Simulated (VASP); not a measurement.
# Ga (P6_3/mmc) in VASP: notebook

The runs below take Ga through single point, with revPBE.

All numbers are computed with VASP 6.6.1; they aren't measurements. Logs are shortened: lines on timing, memory, paths and dates and some standing lists are left out, and cuts for length are marked.

### 1 The cell of the first run

It takes space group P6_3/mmc (No. 194, hexagonal). The conventional cell has a = 2.978 Å, b = 2.978 Å, c = 4.699 Å, α = 90.00°, β = 90.00°, γ = 120.00°. Within 3.8 Å of Ga (site symmetry -6m2) lie 12 Ga at 2.91 to 2.98 Å.

### 2 Single point, revPBE (volume scaled by 0.92)

INCAR

```
PREC = Accurate
ENCUT = 520
EDIFF = 1E-6
ISMEAR = -1
SIGMA = 0.1
LREAL = F
LASPH = T
NELM = 100
ALGO = Normal
ISIF = 2
LWAVE = F
LCHARG = F
GGA = RE
NBANDS = 20
```

KPOINTS

```
regular mesh
0
Gamma
  13 13 8
```

POSCAR

```
Ga
1.0
    2.9780730738      0.0000000000      0.0000000000
   -1.4890365369      2.5790869362      0.0000000000
    0.0000000000      0.0000000000      4.6994849065
Ga
2
Direct
    0.3333333333      0.6666666667      0.2500000000
    0.6666666667      0.3333333333      0.7500000000
```

Potentials or basis: VASP PAW PBE potentials, release 64 (Ga_d).

The run is started by

```bash
cat potpaw_PBE.64/Ga_d/POTCAR > POTCAR
mpirun -np 1 vasp_std > vasp.out
```

OUTCAR:

```text
PREC = Accurate
   ENCUT = 520
   EDIFF = 1E-6
   ISMEAR = -1
   LREAL = F
   LASPH = T
   NELM = 100
   ISIF = 2
   GGA = RE

 ion  position               nearest neighbor table
   1  0.333  0.667  0.250-   2 2.91   2 2.91   2 2.91   2 2.91   2 2.91   2 2.91
   2  0.667  0.333  0.750-   1 2.91   1 2.91   1 2.91   1 2.91   1 2.91   1 2.91

  LATTYP: Found a hexagonal cell.
 ALAT       =     2.9780730738
 C/A-ratio  =     1.5780287421

  Lattice vectors:

 A1 = (   2.9780730738,   0.0000000000,   0.0000000000)
 A2 = (  -1.4890365369,   2.5790869362,   0.0000000000)
 A3 = (   0.0000000000,   0.0000000000,   4.6994849065)

Analysis of symmetry for initial positions (statically):
=====================================================================
 Subroutine PRICEL returns:
 Original cell was already a primitive cell.

 Routine SETGRP: Setting up the symmetry group for a
 hexagonal supercell.

 Subroutine GETGRP returns: Found 24 space group operations
 (whereof 12 operations were pure point group operations)
 out of a pool of 24 trial point group operations.

The static configuration has the point symmetry D_3d.
 The point group associated with its full space group is D_6h.

Analysis of symmetry for dynamics (positions and initial velocities):
=====================================================================
 Subroutine PRICEL returns:
 Original cell was already a primitive cell.

 Routine SETGRP: Setting up the symmetry group for a
 hexagonal supercell.

 Subroutine GETGRP returns: Found 24 space group operations
 (whereof 12 operations were pure point group operations)
 out of a pool of 24 trial point group operations.

The dynamic configuration has the point symmetry D_3d.
 The point group associated with its full space group is D_6h.

 Subroutine INISYM returns: Found 24 space group operations
 (whereof 12 operations are pure point group operations),
 and found     1 'primitive' translations

----------------------------------------------------------------------------------------

                                     Primitive cell

  volume of cell :      36.0954

  direct lattice vectors                    reciprocal lattice vectors
     2.978073074  0.000000000  0.000000000     0.335787597  0.193867059  0.000000000
    -1.489036537  2.579086936  0.000000000     0.000000000  0.387734119  0.000000000
     0.000000000  0.000000000  4.699484907     0.000000000  0.000000000  0.212789278

  length of vectors
     2.978073074  2.978073074  4.699484907     0.387734119  0.387734119  0.212789278

  position of ions in fractional coordinates (direct lattice)
     0.333333333  0.666666667  0.250000000
     0.666666667  0.333333333  0.750000000

  ion indices of the primitive-cell ions
   primitive index   ion index
                 1           1
                 2           2

----------------------------------------------------------------------------------------

 KPOINTS: regular mesh

Automatic generation of k-mesh.
 Grid dimensions read from file:
 generate k-points for:   13   13    8

 Generating k-lattice:

  Cartesian coordinates                     Fractional coordinates (reciprocal lattice)
     0.025829815  0.014912851  0.000000000     0.076923077  0.000000000  0.000000000
     0.000000000  0.029825701  0.000000000     0.000000000  0.076923077  0.000000000
     0.000000000  0.000000000  0.026598660     0.000000000  0.000000000  0.125000000

  Length of vectors
     0.029825701  0.029825701  0.026598660

  Shift w.r.t. Gamma in fractional coordinates (k-lattice)
     0.000000000  0.000000000  0.000000000

 Subroutine IBZKPT returns following result:
 ===========================================

 Found    105 irreducible k-points:

 Following reciprocal coordinates:
            Coordinates               Weight
  0.000000  0.000000  0.000000      1.000000
  0.076923  0.000000  0.000000      6.000000
  0.153846  0.000000  0.000000      6.000000
  0.230769 -0.000000  0.000000      6.000000
  0.307692  0.000000  0.000000      6.000000
  0.384615 -0.000000  0.000000      6.000000
[... 16 lines left out ...]
  0.076923  0.000000  0.125000     12.000000
  0.153846  0.000000  0.125000     12.000000
 [... further k-points ...]
   k-points           NKPTS =    105   k-points in BZ     NKDIM =    105   number of bands    NBANDS=     20
   number of dos      NEDOS =    301   number of ions     NIONS =      2
   total plane-waves  NPLWV =  20736
   dimension x,y,z NGX =    24 NGY =   24 NGZ =   36
   dimension x,y,z NGXF=    48 NGYF=   48 NGZF=   72
   ions per type =               2
   NGX,Y,Z   is equivalent  to a cutoff of  13.40, 13.40, 12.74 a.u.
   NGXF,Y,Z  is equivalent  to a cutoff of  26.80, 26.80, 25.47 a.u.
 SYSTEM =  unknown system
   PREC   = accura    normal or accurate (medium, high low for compatibility)
   ISTART =      0    job   : 0-new  1-cont  2-samecut
   ICHARG =      2    charge: 1-file 2-atom 10-const
   ISPIN  =      1    spin polarized calculation?
   LNONCOLLINEAR =      F non collinear calculations
   LSORBIT =      F    spin-orbit coupling
   LASPH  =      T    aspherical Exc in radial PAW
   ENCUT  =  520.0 eV  38.22 Ry    6.18 a.u.   5.54  5.54  8.74*2*pi/ulx,y,z
   NELM   =    100;   NELMIN=  2; NELMDL= -5     # of ELM steps
   EDIFF  = 0.1E-05   stopping-criterion for ELM
   LREAL  =      F    real-space projection
   EDIFFG = 0.1E-04   stopping-criterion for IOM
   NSW    =      0    number of steps for IOM
   IBRION =     -1    ionic relax: 0-MD 1-quasi-New 2-CG
   NFREE  =      0    steps in history (QN), initial steepest desc. (CG)
   ISIF   =      2    stress and relaxation
   ISYM   =      2    0-nonsym 1-usesym 2-fastsym
   POTIM  = 0.5000    time-step for ionic-motion
   TEBEG  =    0.0;   TEEND  =   0.0 temperature during run
   PSTRESS=    0.0 pullay stress
   NELECT =      26.0000    total number of electrons
   NUPDOWN=      -1.0000    fix difference up-down
   EMIN   =  10.00;   EMAX   =-10.00  energy-range for DOS
   EFERMI =   0.00;   METHOD = LEGACY
   ISMEAR =    -1;   SIGMA  =   0.10  broadening in eV -4-tet -1-fermi 0-gaus
   EFERMI_NEDOS =   21; number of points for ismear=-14 and -15
   IALGO  =     38    algorithm
   IMIX   =      4    mixing-type and parameters
     AMIX     =   0.40;   BMIX     =  1.00
     AMIX_MAG =   1.60;   BMIX_MAG =  1.00
  volume/ion in A,a.u.               =      18.05       121.79
  Fermi-wavevector in a.u.,A,eV,Ry     =   1.467513  2.773198 29.301448  2.153596
  Thomas-Fermi vector in A             =   2.583122
   LORBIT       =      0    0 simple, 1 ext, 2 COOP (PROOUT), +10 PAW based schemes
   GGA     = RE    functional components
   LHFCALC =     F    Hartree Fock is set to
   AEXX    =    0.0000 exact exchange contribution
   IVDW    =     0    specifies the selected vdW correction
   LEPSILON=     F    determine dielectric tensor
   LRPA    =     F    only Hartree local field effects (RPA)
 non-spin polarized calculation
  energy-cutoff  :      520.00
  volume of cell :       36.10
 maximum number of plane-waves:      1014
 NGX is ok and might be reduce to    24
   NGX = 11   NGY = 11   NGZ = 17

 number of electron      25.9999995 magnetization

 Free energy of the ion-electron system (eV)
  ---------------------------------------------------
  ext. energy  EPLUGINS =         0.00000000
  ---------------------------------------------------
  free energy    TOTEN  =        -5.14635497 eV

  energy without entropy =       -5.12379414  energy(sigma->0) =       -5.13507455

 E-fermi :   6.1132     XC(G=0): -11.1429

 val. band max:        6.0904456746   @ k =   0.2308   0.2308   0.3750
 cond. band min:       6.1508927840   @ k =   0.0769   0.0769   0.2500
 fundamental gap:      0.0604471094
 Fermi energy:         6.1131581644

 k-point     1 :       0.0000    0.0000    0.0000
  band No.  band energies     occupation
      1      -8.9758      2.00000
      2      -8.8668      2.00000
      3      -8.8668      2.00000
      4      -8.8640      2.00000
      5      -8.8387      2.00000
      6      -8.8387      2.00000
[... 12 lines left out ...]
     19      19.8650      0.00000
     20      20.1185      0.00000

 k-point     2 :       0.0769    0.0000    0.0000
  band No.  band energies     occupation
      1      -8.9682      2.00000
      2      -8.8853      2.00000
      3      -8.8547      2.00000
      4      -8.8437      2.00000
      5      -8.8379      2.00000
      6      -8.8276      2.00000
[... 12 lines left out ...]
     19      20.0724      0.00000
     20      20.7932      0.00000

 k-point     3 :       0.1538    0.0000    0.0000
  band No.  band energies     occupation
      1      -8.9614      2.00000
      2      -8.8950      2.00000
      3      -8.8420      2.00000
      4      -8.8413      2.00000
      5      -8.8340      2.00000
      6      -8.8212      2.00000
[... 12 lines left out ...]
     19      18.5746      0.00000
     20      21.5284      0.00000

 k-point     4 :       0.2308   -0.0000    0.0000
  band No.  band energies     occupation
      1      -8.9814      2.00000
      2      -8.8889      2.00000
      3      -8.8762      2.00000
      4      -8.8537      2.00000
      5      -8.8356      2.00000
      6      -8.7739      2.00000
[... 12 lines left out ...]
     19      17.9589      0.00000
     20      20.6812      0.00000

 k-point     5 :       0.3077    0.0000    0.0000
  band No.  band energies     occupation
      1      -9.0121      2.00000
      2      -8.9186      2.00000
      3      -8.8973      2.00000
      4      -8.8731      2.00000
      5      -8.8107      2.00000
      6      -8.7502      2.00000
[... 12 lines left out ...]
     19      17.2370      0.00000
     20      19.9700      0.00000
[... 353 lines left out ...]
      6      -8.8027      2.00000
[... 12 lines left out ...]
     19      12.8351      0.00000
     20      24.3444      0.00000

 k-point    22 :       0.0000    0.0000    0.1250
  band No.  band energies     occupation
      1      -8.9700      2.00000
      2      -8.8761      2.00000
      3      -8.8761      2.00000
      4      -8.8659      2.00000
      5      -8.8436      2.00000
      6      -8.8436      2.00000
[... 12 lines left out ...]
     19      19.8945      0.00000
     20      20.4297      0.00000

 k-point    23 :       0.0769    0.0000    0.1250
  band No.  band energies     occupation
      1      -8.9629      2.00000
      2      -8.8868      2.00000
      3      -8.8663      2.00000
      4      -8.8578      2.00000
      5      -8.8438      2.00000
      6      -8.8326      2.00000
[... 12 lines left out ...]
     19      19.7436      0.00000
     20      20.8252      0.00000

 k-point    24 :       0.1538    0.0000    0.1250
  band No.  band energies     occupation
      1      -8.9580      2.00000
      2      -8.8929      2.00000
      3      -8.8595      2.00000
      4      -8.8481      2.00000
      5      -8.8454      2.00000
      6      -8.8022      2.00000
[... 12 lines left out ...]
     19      18.5380      0.00000
     20      21.0964      0.00000

 [... further k-points ...]

------------------------ aborting loop because EDIFF is reached ----------------------------------------

  FORCE on cell =-STRESS in cart. coord.  units (eV):
  Direction    XX          YY          ZZ          XY          YZ          ZX
  --------------------------------------------------------------------------------------
  -------------------------------------------------------------------------------------
  Total        1.0433688      1.0433688      1.0320901      0.0000000      0.0000000      0.0000000
  in kB       46.3123516     46.3123516     45.8117213      0.0000000      0.0000000      0.0000000
  external PRESSURE =      46.1454748 kB  Pullay stress =       0.0000000 kB

 VOLUME and BASIS-vectors are now :
 -----------------------------------------------------------------------------
  energy-cutoff  :      520.00
  volume of cell :       36.10
      direct lattice vectors                 reciprocal lattice vectors
     2.978073074  0.000000000  0.000000000     0.335787597  0.193867059  0.000000000
    -1.489036537  2.579086936  0.000000000     0.000000000  0.387734119  0.000000000
     0.000000000  0.000000000  4.699484907     0.000000000  0.000000000  0.212789278

 POSITION                                       TOTAL-FORCE (eV/Angst)
 -----------------------------------------------------------------------------------
     -0.00000      1.71939      1.17487         0.000000      0.000000     -0.000000
      1.48904      0.85970      3.52461        -0.000000      0.000000      0.000000
 -----------------------------------------------------------------------------------
    total drift:                               -0.000000      0.000000      0.000000

  FREE ENERGIE OF THE ION-ELECTRON SYSTEM (eV)
  ---------------------------------------------------
  free  energy   TOTEN  =        -5.1463549680 eV

  energy  without entropy=       -5.1237941409  energy(sigma->0) =       -5.13507455
```

It took 40 s on 1 thread of Intel Xeon Platinum 8488C (Sapphire Rapids), shared host; peak memory 0.19 GiB.

What came out:

| Property | Result |
| --- | --- |
| Free energy | -5.1464 eV |
| Pressure | 4.6 GPa |
| Band gap on the k mesh | zero (band 13 reaches 10.99 eV, above the bottom of band 14 at 2.89 eV) |

Caveat: the PAW data sets were made with another functional, which shifts forces and pressure a little.

### 3 Single point, revPBE (volume scaled by 0.96)

INCAR

```
ALGO = Normal ; EDIFF = 1E-6
ENCUT = 520 ; GGA = RE
ISIF = 2 ; ISMEAR = -1
LASPH = T ; LCHARG = F
LREAL = F ; LWAVE = F
NBANDS = 20 ; NELM = 60
PREC = Accurate ; SIGMA = 0.1
```

KPOINTS

```
k-points
0
Gamma
  13 13 8
```

POSCAR

```
Ga
1.0
    3.0206227235      0.0000000000      0.0000000000
   -1.5103113618      2.6159360138      0.0000000000
    0.0000000000      0.0000000000      4.7666294768
Ga
2
Direct
    0.3333333333      0.6666666667      0.2500000000
    0.6666666667      0.3333333333      0.7500000000
```

Potentials or basis: VASP PAW PBE potentials, release 64 (Ga_d).

The run is started by

```bash
cat potpaw_PBE.64/Ga_d/POTCAR > POTCAR
mpirun -np 1 vasp_std > vasp.out
```

Run time: 40 s. Hardware: 1 thread of Intel Xeon Platinum 8488C (Sapphire Rapids), shared host; peak memory 0.19 GiB.

The run converged. Its results:

- Free energy: -5.1788 eV
- Pressure: 2.1 GPa
- Band gap on the k mesh: zero (band 13 reaches 10.38 eV, above the bottom of band 14 at 2.63 eV)

Stress tensor (GPa, compression positive):
```
2.17 0.00 0.00
0.00 2.17 0.00
0.00 0.00 1.97
```

Levels at points of the mesh, in eV from the Fermi level:
```csv
k point,band 9,band 10,band 11,band 12,band 13,band 14,band 15,band 16,band 17,band 18
"(0.00, 0.00, 0.00)",-14.74,-14.74,-11.09,-4.53,-3.86,9.19,9.19,11.24,11.24,13.21
"(0.00, 0.00, 0.50)",-14.78,-14.78,-9.38,-9.38,4.22,4.22,10.46,10.46,10.46,10.46
```

Caveat: the PAW data sets were made with another functional, which shifts forces and pressure a little.
